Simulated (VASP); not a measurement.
H, 1 atom in the cell. Symmetry: I4/mmm, No. 139, tetragonal system. The conventional cell has a = 3.288 Å, b = 3.288 Å, c = 5.009 Å, α = 90.00°, β = 90.00°, γ = 90.00°. Within 4.3 Å of H (site symmetry 4/mmm) lie 12 H at 3.29 to 3.42 Å. 

| Item | Value |
| --- | --- |
| Program | VASP 6.6.1 |
| Task | single point |
| Functional | PBEsol |
| Potentials or basis | VASP PAW PBE potentials, release 64 (H) |
| Cutoff | 520 eV |
| k mesh | 12 × 12 × 12 |
| Occupations | fermi-dirac, width 0.05 eV |
| Spin | no spin polarisation |
| Dipole correction | no |
| Further INCAR settings | ALGO = Normal; EDIFF = 1e-07; NBANDS = 6 |

Potentials or basis: VASP PAW PBE potentials, release 64 (H).

Run with:

```sh
$ cat potpaw_PBE.64/H/POTCAR > POTCAR
$ mpirun -np 1 vasp_std > vasp.out
```

Hardware: 1 thread of Intel Xeon 8259CL, on a shared host.

Q: How long does it take, and how much memory?

A: Wall time 46 s on 1 thread of Intel Xeon 8259CL, with other jobs on the host, peak memory 0.16 GiB. Counts: scf iterations 11, k points 163.
